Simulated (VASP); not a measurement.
# AgI (F-43m) in VASP: a series of runs

AgI is run at these levels: r2SCAN; tasks: single point.

Program: VASP 6.6.1. These are calculated values, not measurements. Logs are shortened: lines on timing, memory, paths and dates and some standing lists are left out, and cuts for length are marked.

**1. The cell of the first run**

Symmetry: F-43m, No. 216, cubic system. The conventional cell has a = 6.033 Å, b = 6.033 Å, c = 6.033 Å, α = 90.00°, β = 90.00°, γ = 90.00°. Within 3.4 Å of Ag (site symmetry -43m) lie 4 I at 2.61 Å. I (site symmetry -43m) has 4 Ag at 2.61 Å within 3.4 Å.

**2. Single point, r2SCAN**

POSCAR reads:

```
AgI
1.0
    0.0000000000      3.0165848522      3.0165848522
    3.0165848522      0.0000000000      3.0165848522
    3.0165848522      3.0165848522      0.0000000000
Ag I
1 1
Direct
    0.0000000000      0.0000000000      0.0000000000
    0.7500000000      0.7500000000      0.7500000000
```

INCAR.step1 reads:

```
SYSTEM = AgI
PREC = Accurate ; ENCUT = 550
ISMEAR = 0 ; SIGMA = 0.01
LREAL = .False. ; LASPH = .True.
NELM = 120 ; NBANDS = 16
GGA = PE ; ALGO = Normal
EDIFF = 1E-5 ; LWAVE = .True.
LCHARG = .False. ; GGA_COMPAT = .False.
```

INCAR.step2 reads:

```
SYSTEM = AgI
PREC = Accurate ; ENCUT = 550
EDIFF = 1E-6 ; ISMEAR = 0
SIGMA = 0.01 ; LREAL = .False.
LASPH = .True. ; NELM = 120
ALGO = Normal ; ISIF = 2
LWAVE = .False. ; LCHARG = .False.
METAGGA = R2SCAN ; LMIXTAU = .True.
NBANDS = 16 ; ISTART = 1
GGA_COMPAT = .False.
```

KPOINTS reads:

```
Automatic mesh
0
Gamma
  8 8 8
  0 0 0
```

Potentials or basis: VASP PAW PBE potentials, release 64 (Ag, I).

Started as:

```
$ cat potpaw_PBE.64/Ag/POTCAR potpaw_PBE.64/I/POTCAR > POTCAR
$ cp INCAR.step1 INCAR
$ mpirun -np 1 vasp_std > vasp.out
$ cp INCAR.step2 INCAR
$ mpirun -np 1 vasp_std > vasp.out
```

OUTCAR:

```text
SYSTEM = AgI
   PREC = Accurate
   ENCUT = 550
   EDIFF = 1E-6
   ISMEAR = 0
   LREAL = .False.
   LASPH = .True.
   NELM = 120
   ISIF = 2
   METAGGA = R2SCAN
   ISTART = 1

 ion  position               nearest neighbor table
   1  0.000  0.000  0.000-   2 2.61   2 2.61   2 2.61   2 2.61
   2  0.750  0.750  0.750-   1 2.61   1 2.61   1 2.61   1 2.61

  LATTYP: Found a face centered cubic cell.
 ALAT       =     6.0331697044

  Lattice vectors:

 A1 = (   0.0000000000,   3.0165848522,   3.0165848522)
 A2 = (   3.0165848522,   0.0000000000,   3.0165848522)
 A3 = (   3.0165848522,   3.0165848522,   0.0000000000)

Analysis of symmetry for initial positions (statically):
=====================================================================
 Subroutine PRICEL returns:
 Original cell was already a primitive cell.

 Routine SETGRP: Setting up the symmetry group for a
 face centered cubic supercell.

 Subroutine GETGRP returns: Found 24 space group operations
 (whereof 24 operations were pure point group operations)
 out of a pool of 48 trial point group operations.

The static configuration has the point symmetry T_d .

Analysis of symmetry for dynamics (positions and initial velocities):
=====================================================================
 Subroutine PRICEL returns:
 Original cell was already a primitive cell.

 Routine SETGRP: Setting up the symmetry group for a
 face centered cubic supercell.

 Subroutine GETGRP returns: Found 24 space group operations
 (whereof 24 operations were pure point group operations)
 out of a pool of 48 trial point group operations.

The dynamic configuration has the point symmetry T_d .

 Subroutine INISYM returns: Found 24 space group operations
 (whereof 24 operations are pure point group operations),
 and found     1 'primitive' translations

----------------------------------------------------------------------------------------

                                     Primitive cell

  volume of cell :      54.9005

  direct lattice vectors                    reciprocal lattice vectors
     0.000000000  3.016584852  3.016584852    -0.165750352  0.165750352  0.165750352
     3.016584852  0.000000000  3.016584852     0.165750352 -0.165750352  0.165750352
     3.016584852  3.016584852  0.000000000     0.165750352  0.165750352 -0.165750352

  length of vectors
     4.266095210  4.266095210  4.266095210     0.287088030  0.287088030  0.287088030

  position of ions in fractional coordinates (direct lattice)
     0.000000000  0.000000000  0.000000000
     0.750000000  0.750000000  0.750000000

  ion indices of the primitive-cell ions
   primitive index   ion index
                 1           1
                 2           2

----------------------------------------------------------------------------------------

 KPOINTS: Automatic mesh

Automatic generation of k-mesh.
 Grid dimensions read from file:
 generate k-points for:    8    8    8

 Generating k-lattice:

  Cartesian coordinates                     Fractional coordinates (reciprocal lattice)
    -0.020718794  0.020718794  0.020718794     0.125000000  0.000000000  0.000000000
     0.020718794 -0.020718794  0.020718794     0.000000000  0.125000000  0.000000000
     0.020718794  0.020718794 -0.020718794     0.000000000  0.000000000  0.125000000

  Length of vectors
     0.035886004  0.035886004  0.035886004

  Shift w.r.t. Gamma in fractional coordinates (k-lattice)
     0.000000000  0.000000000  0.000000000

 Subroutine IBZKPT returns following result:
 ===========================================

 Found     29 irreducible k-points:

 Following reciprocal coordinates:
            Coordinates               Weight
  0.000000  0.000000  0.000000      1.000000
  0.125000  0.000000  0.000000      8.000000
  0.250000  0.000000  0.000000      8.000000
  0.375000  0.000000  0.000000      8.000000
  0.500000  0.000000  0.000000      4.000000
  0.125000  0.125000  0.000000      6.000000
[... 16 lines left out ...]
  0.500000  0.250000  0.125000     48.000000
 -0.375000  0.250000  0.125000     24.000000
 [... further k-points ...]
   k-points           NKPTS =     29   k-points in BZ     NKDIM =     29   number of bands    NBANDS=     16
   number of dos      NEDOS =    301   number of ions     NIONS =      2
   total plane-waves  NPLWV =  46656
   dimension x,y,z NGX =    36 NGY =   36 NGZ =   36
   dimension x,y,z NGXF=    72 NGYF=   72 NGZF=   72
   ions per type =               1   1
   NGX,Y,Z   is equivalent  to a cutoff of  14.03, 14.03, 14.03 a.u.
   NGXF,Y,Z  is equivalent  to a cutoff of  28.06, 28.06, 28.06 a.u.
 SYSTEM =  AgI
   PREC   = accura    normal or accurate (medium, high low for compatibility)
   ISTART =      1    job   : 0-new  1-cont  2-samecut
   ICHARG =      0    charge: 1-file 2-atom 10-const
   ISPIN  =      1    spin polarized calculation?
   LNONCOLLINEAR =      F non collinear calculations
   LSORBIT =      F    spin-orbit coupling
   LASPH  =      T    aspherical Exc in radial PAW
   ENCUT  =  550.0 eV  40.42 Ry    6.36 a.u.   8.16  8.16  8.16*2*pi/ulx,y,z
   NELM   =    120;   NELMIN=  2; NELMDL=  0     # of ELM steps
   EDIFF  = 0.1E-05   stopping-criterion for ELM
   LREAL  =      F    real-space projection
   EDIFFG = 0.1E-04   stopping-criterion for IOM
   NSW    =      0    number of steps for IOM
   IBRION =     -1    ionic relax: 0-MD 1-quasi-New 2-CG
   NFREE  =      0    steps in history (QN), initial steepest desc. (CG)
   ISIF   =      2    stress and relaxation
   ISYM   =      2    0-nonsym 1-usesym 2-fastsym
   POTIM  = 0.5000    time-step for ionic-motion
   TEBEG  =    0.0;   TEEND  =   0.0 temperature during run
   PSTRESS=    0.0 pullay stress
   NELECT =      18.0000    total number of electrons
   NUPDOWN=      -1.0000    fix difference up-down
   EMIN   =  10.00;   EMAX   =-10.00  energy-range for DOS
   EFERMI =   0.00;   METHOD = LEGACY
   ISMEAR =     0;   SIGMA  =   0.01  broadening in eV -4-tet -1-fermi 0-gaus
   EFERMI_NEDOS =   21; number of points for ismear=-14 and -15
   IALGO  =     38    algorithm
   IMIX   =      4    mixing-type and parameters
     AMIX     =   0.40;   BMIX     =  1.00
     AMIX_MAG =   1.60;   BMIX_MAG =  1.00
  volume/ion in A,a.u.               =      27.45       185.24
  Fermi-wavevector in a.u.,A,eV,Ry     =   1.128860  2.133236 17.338246  1.274325
  Thomas-Fermi vector in A             =   2.265552
   LORBIT       =      0    0 simple, 1 ext, 2 COOP (PROOUT), +10 PAW based schemes
   METAGGA = R2SCAN    functional components
   LHFCALC =     F    Hartree Fock is set to
   AEXX    =    0.0000 exact exchange contribution
   IVDW    =     0    specifies the selected vdW correction
   LEPSILON=     F    determine dielectric tensor
   LRPA    =     F    only Hartree local field effects (RPA)
 non-spin polarized calculation
 Gauss-broadening in eV      SIGMA  =   0.01
  energy-cutoff  :      550.00
  volume of cell :       54.90
 maximum number of plane-waves:      1639
 NGX is ok and might be reduce to    36
   NGX = 17   NGY = 17   NGZ = 17

 number of electron      18.0000002 magnetization

 Free energy of the ion-electron system (eV)
  ---------------------------------------------------
  ext. energy  EPLUGINS =         0.00000000
  ---------------------------------------------------
  free energy    TOTEN  =       -45.96002235 eV

  energy without entropy =      -45.96002235  energy(sigma->0) =      -45.96002235

 E-fermi :   5.8662     XC(G=0): -10.0784

 val. band max:        5.7366835554   @ k =   0.0000   0.0000   0.0000
 cond. band min:       7.5674264878   @ k =   0.0000   0.0000   0.0000
 fundamental gap:      1.8307429324
 Fermi energy:         5.8661812275

 k-point     1 :       0.0000    0.0000    0.0000
  band No.  band energies     occupation
      1      -9.0041      2.00000
      2      -0.2521      2.00000
      3      -0.2521      2.00000
      4      -0.2521      2.00000
      5       1.3791      2.00000
      6       1.3791      2.00000
[... 8 lines left out ...]
     15      16.4742      0.00000
     16      16.4742      0.00000

 k-point     2 :       0.1250    0.0000    0.0000
  band No.  band energies     occupation
      1      -8.9307      2.00000
      2      -0.2892      2.00000
      3      -0.2126      2.00000
      4      -0.2126      2.00000
      5       1.3717      2.00000
      6       1.3717      2.00000
[... 8 lines left out ...]
     15      15.6075      0.00000
     16      15.8647      0.00000

 k-point     3 :       0.2500    0.0000    0.0000
  band No.  band energies     occupation
      1      -8.7455      2.00000
      2      -0.3368      2.00000
      3      -0.1206      2.00000
      4      -0.1206      2.00000
      5       1.3704      2.00000
      6       1.3704      2.00000
[... 8 lines left out ...]
     15      15.3818      0.00000
     16      15.4089      0.00000

 k-point     4 :       0.3750    0.0000    0.0000
  band No.  band energies     occupation
      1      -8.5477      2.00000
      2      -0.2850      2.00000
      3      -0.0371      2.00000
      4      -0.0371      2.00000
      5       1.4015      2.00000
      6       1.4015      2.00000
[... 8 lines left out ...]
     15      16.3180      0.00000
     16      16.3180      0.00000
[... 324 lines left out ...]
 k-point    22 :       0.3750    0.2500    0.1250
  band No.  band energies     occupation
      1      -8.6037      2.00000
      2      -0.4126      2.00000
      3      -0.0079      2.00000
      4       0.0256      2.00000
      5       1.2995      2.00000
      6       1.4439      2.00000
[... 8 lines left out ...]
     15      17.0380      0.00000
     16      18.1627      0.00000

 k-point    23 :       0.5000    0.2500    0.1250
  band No.  band energies     occupation
      1      -8.4418      2.00000
      2      -0.2840      2.00000
      3       0.0193      2.00000
      4       0.1619      2.00000
      5       1.3528      2.00000
      6       1.4327      2.00000
[... 8 lines left out ...]
     15      17.4253      0.00000
     16      18.0880      0.00000

 k-point    24 :      -0.3750    0.2500    0.1250
  band No.  band energies     occupation
      1      -8.3723      2.00000
      2      -0.1489      2.00000
      3       0.0103      2.00000
      4       0.2484      2.00000
      5       1.3129      2.00000
      6       1.4436      2.00000
[... 8 lines left out ...]
     15      17.0195      0.00000
     16      18.1017      0.00000

 [... further k-points ...]
[... 5 lines left out ...]
  --------------------------------------------------------------------------------------
  -------------------------------------------------------------------------------------
  Total        5.0415494      5.0415494      5.0415494     -0.0000000      0.0000000     -0.0000000
  in kB      147.1288949    147.1288949    147.1288949     -0.0000000      0.0000000     -0.0000000
  external PRESSURE =     147.1288949 kB  Pullay stress =       0.0000000 kB

 VOLUME and BASIS-vectors are now :
 -----------------------------------------------------------------------------
  energy-cutoff  :      550.00
  volume of cell :       54.90
      direct lattice vectors                 reciprocal lattice vectors
     0.000000000  3.016584852  3.016584852    -0.165750352  0.165750352  0.165750352
     3.016584852  0.000000000  3.016584852     0.165750352 -0.165750352  0.165750352
     3.016584852  3.016584852  0.000000000     0.165750352  0.165750352 -0.165750352

 POSITION                                       TOTAL-FORCE (eV/Angst)
 -----------------------------------------------------------------------------------
      0.00000      0.00000      0.00000         0.000000      0.000000      0.000000
      4.52488      4.52488      4.52488        -0.000000     -0.000000     -0.000000
 -----------------------------------------------------------------------------------
    total drift:                                0.000000      0.000000      0.000000

  FREE ENERGIE OF THE ION-ELECTRON SYSTEM (eV)
  ---------------------------------------------------
  free  energy   TOTEN  =       -45.9600223532 eV

  energy  without entropy=      -45.9600223532  energy(sigma->0) =      -45.96002235
```

It took 68 s on 1 thread of Intel Xeon 6975P-C (Granite Rapids), shared host; peak memory 0.22 GiB.

Results:

* Free energy: -45.9600 eV
* Pressure: 14.7 GPa
* Band gap on the k mesh: 1.83 eV

Levels at points of the mesh, in eV from the valence-band top:
```csv
k point,band 5,band 6,band 7,band 8,band 9,band 10,band 11,band 12,band 13,band 14
"(0.00, 0.00, 0.00)",-4.36,-4.36,0.00,0.00,0.00,1.83,5.72,5.72,5.72,9.55
"(0.50, 0.00, 0.00)",-4.31,-4.31,-4.10,-1.13,-1.13,3.01,6.27,6.27,7.75,10.09
"(0.50, 0.50, 0.00)",-4.22,-4.17,-3.65,-2.74,-2.74,3.23,3.89,10.05,11.12,11.12
```

Caveat: the cell stands under pressure; the PAW data sets were made with another functional, which shifts forces and pressure a little; spin-orbit coupling is left out, which moves the levels of the heavy elements.

[end of part 1 of 3]
